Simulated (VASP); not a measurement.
Here is a VASP 6.6.1 calculation.

INCAR

```
SYSTEM = Si
ALGO     = Normal         ! electronic algorithm
EDIFF    = 1E-7           ! SCF threshold, eV
ENCUT    = 520            ! plane-wave cutoff, eV
GGA      = CA             ! functional
ISIF     = 2              ! what is computed and relaxed
ISMEAR   = 0              ! smearing method
LASPH    = .TRUE.         ! aspherical terms in the spheres
LCHARG   = .FALSE.        ! write CHGCAR
LREAL    = .FALSE.        ! projectors in reciprocal space
LWAVE    = .FALSE.        ! write WAVECAR
NBANDS   = 16             ! bands
NELM     = 80             ! most SCF steps
PREC     = Accurate       ! precision mode
SIGMA    = 0.03           ! smearing width, eV
```

The input KPOINTS:

```
k-points
0
G
  12 12 6
  0 0 0
```

POSCAR

```
Si
1.0
    3.8019755419      0.0000000000      0.0000000000
   -1.9009877710      3.2926074038      0.0000000000
    0.0000000000      0.0000000000      5.7859904205
Si
4
Direct
    0.3333333333      0.6666666667      0.0630332891
    0.6666666667      0.3333333333      0.5630332891
    0.3333333333      0.6666666667      0.4369667109
    0.6666666667      0.3333333333      0.9369667109
```

Potentials or basis: VASP PAW LDA potentials, release 64 (Si).

Launch:

```console
$ cat potpaw_LDA.64/Si/POTCAR > POTCAR
$ mpirun -np 1 vasp_std > vasp.out
```

Question: Predict the band gap on the k mesh.

Answer: Zero (bands 8 and 9 overlap by 0.36 eV).

Question: What does it give for the largest force?

Answer: 1.553 eV/Å.

Stress tensor (GPa, compression positive):
```
 1.93  0.00  0.00
 0.00  1.93  0.00
 0.00  0.00 28.93
```

Caveat: the cell differs from its parent crystal (strain +0.000 along x and y, -0.080 along z); the stress differs along the axes, from 2 to 29 GPa; semilocal functionals underestimate gaps, and a narrow one can read as zero; forces of over 1 eV/Å act on the atoms, so gaps and moduli don't describe the material at rest.
